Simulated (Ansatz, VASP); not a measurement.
## One calculation of SnSe2, two programs

```
Sn Se
1.0
     3.81100    0.00000    0.00000
    -1.90550    3.30042    0.00000
     0.00000    0.00000    6.13700
Sn Se
1 2
Direct
  0.00000 0.00000 0.00000
  0.31003 0.62007 0.23252
  0.64337 0.28673 0.73252
```

Change from the starting cell: all Se atoms moved +0.188 Å, as atom 2 towards its neighbour atom 1 (Sn) at 2.682 Å.

Alike in both runs: task single point; functional PBEsol; k mesh 12 × 12 × 6; occupations gaussian, width 0.05 eV; no spin polarisation.

```csv
,VASP,Ansatz
version,VASP 6.6.1,Ansatz 0.2.0
potentials or method,"VASP PAW PBE potentials, release 64 (Sn_d, Se), cutoff 520 eV","scalar-relativistic, plane waves, PAW"
valence electrons in the cell,26,46
```

|  | VASP | Ansatz | Ansatz less VASP |
| --- | --- | --- | --- |
| gap on the k mesh at the Fermi level (eV) | 0.47 | 0.47 | +0.006 |
| least direct gap on the mesh (eV) | 0.76 | 0.77 | +0.008 |
| pressure (GPa) | 3.3 | 3.2 | -0.12 |
| traceless stress, the component that is largest in VASP (GPa) | 1.78 | 1.78 | 0.000 |
| rms of the force components (eV/Å) | 0.944 | 0.935 | -0.0082 |

VASP's potentials were made for PBE, not for PBEsol. Atom by atom the forces differ by 0.012 eV/Å (rms over components). VASP's potentials hold 26 valence electrons a cell and Ansatz's 46, so a difference there can come from the potentials and not from the codes.
